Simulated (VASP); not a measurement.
SiO2, 9 atoms in the cell. It takes space group P6_422 (No. 181, hexagonal). The conventional cell has a = 5.325 Å, b = 5.325 Å, c = 5.541 Å, α = 90.00°, β = 90.00°, γ = 120.00°. Si (site symmetry 222) has 4 O at 1.67 Å within 2.2 Å. Within 2.2 Å of O (site symmetry 2) lie 2 Si at 1.67 Å.  This cell differs from its parent crystal: strain +0.0525 x Voigt [1, 1, 0, 0, 0, 0].

- Program: VASP 6.6.1
- Task: single point
- Functional: r2SCAN
- Potentials or basis: VASP PAW PBE potentials, release 64 (Si, O)
- Cutoff: 520 eV
- k mesh: 6 × 6 × 4
- Occupations: gaussian, width 0.05 eV
- Spin: no spin polarisation
- Dipole correction: no
- Further INCAR settings: ALGO = Normal; EDIFF = 1e-06; NBANDS = 34

Potentials or basis: VASP PAW PBE potentials, release 64 (Si, O).

Launch:

```bash
$ cat potpaw_PBE.64/Si/POTCAR potpaw_PBE.64/O/POTCAR > POTCAR
$ cp INCAR.step1 INCAR
$ mpirun -np 1 vasp_std > vasp.out
$ cp INCAR.step2 INCAR
$ mpirun -np 1 vasp_std > vasp.out
```

Hardware: 1 thread of Intel(R) Xeon(R) Platinum 8259CL CPU @ 2.50GHz (Skylake/Cascade Lake), on a shared host.

Problem. Estimate the wall time of this run.

Solution. Run time: 8.1 min on 1 thread of Intel(R) Xeon(R) Platinum 8259CL CPU @ 2.50GHz (Skylake/Cascade Lake), with other jobs on the host, peak memory 0.29 GiB. Counts: k points 21.
